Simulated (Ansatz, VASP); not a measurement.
**One calculation of BN, two programs**

```
B N
1.0
     0.00000    1.96065    1.52931
     1.96065    0.00000    1.52931
     1.96065    1.96065    0.00000
B N
1 1
Direct
  0.00000 0.00000 0.00000
  0.75000 0.75000 0.75000
```

Alike in both runs: task single point; functional r2SCAN; k mesh 12 × 12 × 12; occupations gaussian, width 0.05 eV; no spin polarisation.

|  | VASP | Ansatz |
| --- | --- | --- |
| version | VASP 6.6.1 | Ansatz 0.2.0 |
| potentials or method | VASP PAW PBE potentials, release 64 (B, N), cutoff 520 eV | scalar-relativistic, plane waves, PAW |
| valence electrons in the cell | 8 | 8 |

Ansatz gave:

| Quantity | Value |
| --- | --- |
| gap on the k mesh at the Fermi level (eV) | 1.80 |
| least direct gap on the mesh (eV) | 7.87 |
| pressure (GPa) | -1.8 |
| traceless stress, the component that is largest in VASP (GPa) | 74.79 |

Question: Estimate VASP's values.

Answer: gap on the k mesh at the Fermi level (eV): 1.78; least direct gap on the mesh (eV): 7.85; pressure (GPa): -0.6; traceless stress, the component that is largest in VASP (GPa): 74.41.

VASP's potentials were made for PBE, not for r2SCAN.
